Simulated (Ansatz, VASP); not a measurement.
**Two plane-wave programs on La3Tl**

```
La Tl
1.0
     5.09351    0.00000    0.00000
     0.00000    5.09351    0.00000
     0.00000    0.00000    5.09351
La Tl
3 1
Direct
  0.00000 0.50000 0.50000
  0.50000 0.00000 0.50000
  0.50000 0.50000 0.00000
  0.00000 0.00000 0.00000
```

Change from the starting cell: volume scaled by 1.02, PAW files.

Alike in both runs: task electric field gradients; functional LDA; k mesh 8 × 8 × 8; occupations fermi-dirac, width 0.08 eV; no spin polarisation.

|  | VASP | Ansatz |
| --- | --- | --- |
| version | VASP 6.6.1 | Ansatz 0.2.0 |
| potentials or method | VASP PAW LDA potentials, release 64 (La, Tl_d) | PAW with Ansatz's default frozen-core files, scalar-relativistic |
| plane-wave cutoff (eV) | 520 | 420 |
| valence electrons in the cell | 46 | 46 |

Ansatz gave:

```
pressure (GPa)                                       : -4.2
size of Vzz on the site where it differs most (V/Å²) : 112.4
```

**Question.** Estimate VASP's values.

**Answer.** Pressure (GPa): -4.3; size of Vzz on the site where it differs most (V/Å²): 120.8.

LDA's correlation is that of Perdew and Zunger in VASP and of Perdew and Wang (1992) in Ansatz.

Neither program's run includes spin-orbit coupling.
